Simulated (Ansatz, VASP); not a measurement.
# Two plane-wave programs on HSe

```xyz
6
Lattice="4.1288 0.0000 0.0000 -2.0644 3.5757 0.0000 0.0000 0.0000 5.6727" Properties=species:S:1:pos:R:3 pbc="T T T"
Se    1.0731    0.0000    1.8909
Se    3.5923    0.9293    3.7818
Se    1.5279    2.6464    0.0000
H    -1.1589    2.0073    0.9454
H     0.9055    1.5684    2.8363
H     2.3178    0.0000    4.7272
```

Alike in both runs: functional PBE; dispersion D3(BJ); k mesh 6 × 6 × 4; occupations gaussian, width 0.1 eV; no spin polarisation.

Ansatz relaxed the structure, and its values are those at the end. VASP's run is a single point on that final structure, the one shown.

|  | VASP | Ansatz |
| --- | --- | --- |
| version | VASP 6.6.1 | Ansatz 0.2.0 |
| potentials or method | VASP PAW PBE potentials, release 64 (Se, H), cutoff 520 eV | scalar-relativistic, plane waves, PAW |
| valence electrons in the cell | 21 | 51 |

Ansatz gave:

* gap on the k mesh at the Fermi level (eV): none
* pressure (GPa): 0.0
* rms of the force components (eV/Å): 0.006

What did VASP give for the same quantities?

gap on the k mesh at the Fermi level (eV): none; pressure (GPa): 0.0; rms of the force components (eV/Å): 0.007.

A gap of «none» marks a metal or a gap that the smearing closes. VASP's potentials hold 21 valence electrons a cell and Ansatz's 51, so a difference there can come from the potentials and not from the codes.
